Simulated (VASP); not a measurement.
Si2W: single point with PBE

Si2W:

```
Si W
1.0
    -1.61477    1.61497    3.93312
     1.61469   -1.61470    3.93298
     1.61474    1.61468   -3.93301
Si W
2 1
Direct
  0.33640 0.33267 0.00164
  0.66708 0.66332 0.00166
  0.00175 0.99800 0.00166
```

```json
{"Program": "VASP 6.6.1", "Task": "single point", "Functional": "PBE", "Potentials or basis": "VASP PAW PBE potentials, release 64 (Si, W_sv)", "Cutoff": "520 eV", "k mesh": "10 × 10 × 10", "Occupations": "fermi-dirac, width 0.05 eV", "Spin": "no spin polarisation"}
```

| Quantity | Value |
| --- | --- |
| Pressure | 0.1 GPa |
| Band gap on the k mesh | zero (bands 11 and 12 overlap by 1.28 eV) |

Forces on the atoms (eV/Å):
```
Si   0.000  0.001 -0.002
Si   0.000  0.000  0.002
W    0.000  0.000  0.000
```

Stress tensor (GPa, compression positive):
```
 0.11  0.00  0.00
 0.00  0.09 -0.01
 0.00 -0.01  0.00
```

Levels at points of the mesh, in eV from the Fermi level:
| k point | band 9 | band 10 | band 11 | band 12 | band 13 | band 14 |
| --- | --- | --- | --- | --- | --- | --- |
| (0.00, 0.00, 0.00) | -2.80 | -2.80 | 0.60 | 2.65 | 2.98 | 3.03 |
| (0.50, 0.00, 0.00) | -2.75 | -2.71 | -0.42 | 2.65 | 2.76 | 3.90 |
| (0.00, 0.50, 0.00) | -2.75 | -2.71 | -0.42 | 2.65 | 2.75 | 3.90 |
| (0.50, 0.50, 0.00) | -4.96 | -3.19 | -1.76 | 2.74 | 2.91 | 3.06 |
| (0.00, 0.50, 0.50) | -2.75 | -2.71 | -0.42 | 2.65 | 2.76 | 3.90 |
| (0.50, 0.50, 0.50) | -0.85 | -0.85 | -0.49 | -0.49 | 0.78 | 4.45 |

Wall time 2.1 min on 1 thread of Intel(R) Xeon(R) Platinum 8559C (Emerald Rapids), with other jobs on the host, peak memory 0.35 GiB.

Caveat: spin-orbit coupling is left out, which moves the levels of the heavy elements.
